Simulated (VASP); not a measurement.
A run of VASP 6.6.1 is set up as follows.

Contents of INCAR:

```
  PREC = Accurate
  ENCUT = 520
  EDIFF = 1E-6
  ISMEAR = 0
  SIGMA = 0.02
  LREAL = F
  LASPH = T
  NELM = 100
  ALGO = Normal
  ISIF = 2
  LWAVE = F
  LCHARG = T
  GGA = PE
  LELF = T
  LVHAR = T
  NBANDS = 66
```

File KPOINTS:

```
Automatic mesh
0
Gamma
  12 12 2
```

Contents of POSCAR:

```
ZnCd5S6
1.0
    4.1291501023      0.0000000000      0.0000000000
   -2.0645750512      3.5759488846      0.0000000000
    0.0000000000      0.0000000000     20.3361999129
Zn Cd S
1 5 6
Direct
    0.3333333333      0.6666666667      0.6665373325
    0.0000000000      0.0000000000      0.9958384317
    0.6666666667      0.3333333333      0.8253408394
    0.0000000000      0.0000000000      0.5068730976
    0.6666666667      0.3333333333      0.3365018645
    0.3333333333      0.6666666667      0.1661677923
    0.0000000000      0.0000000000      0.8701595913
    0.6666666667      0.3333333333      0.6991722128
    0.3333333333      0.6666666667      0.5509403629
    0.0000000000      0.0000000000      0.3811641865
    0.6666666667      0.3333333333      0.2108228920
    0.3333333333      0.6666666667      0.0404813965
```

Potentials or basis: VASP PAW PBE potentials, release 64 (Zn, Cd, S).

Run with:

```sh
$ cat potpaw_PBE.64/Zn/POTCAR potpaw_PBE.64/Cd/POTCAR potpaw_PBE.64/S/POTCAR > POTCAR
$ mpirun -np 1 vasp_std > vasp.out
```

**Question.** Predict the pressure.

**Answer.** 0.3 GPa.

**Question.** Estimate the band gap on the k mesh.

**Answer.** 1.09 eV.

**Question.** What does it give for the largest force?

**Answer.** 0.023 eV/Å.

Forces in eV/Å, atoms in the order of the input:
```
Zn   0.000  0.000  0.008
Cd   0.000  0.000  0.002
Cd   0.000  0.000 -0.002
Cd   0.000  0.000  0.001
Cd   0.000  0.000  0.001
Cd   0.000  0.000  0.002
S    0.000  0.000 -0.002
S    0.000  0.000 -0.023
S    0.000  0.000  0.017
S    0.000  0.000 -0.001
S    0.000  0.000 -0.002
S    0.000  0.000 -0.001
```

A k mesh can miss the band edges.
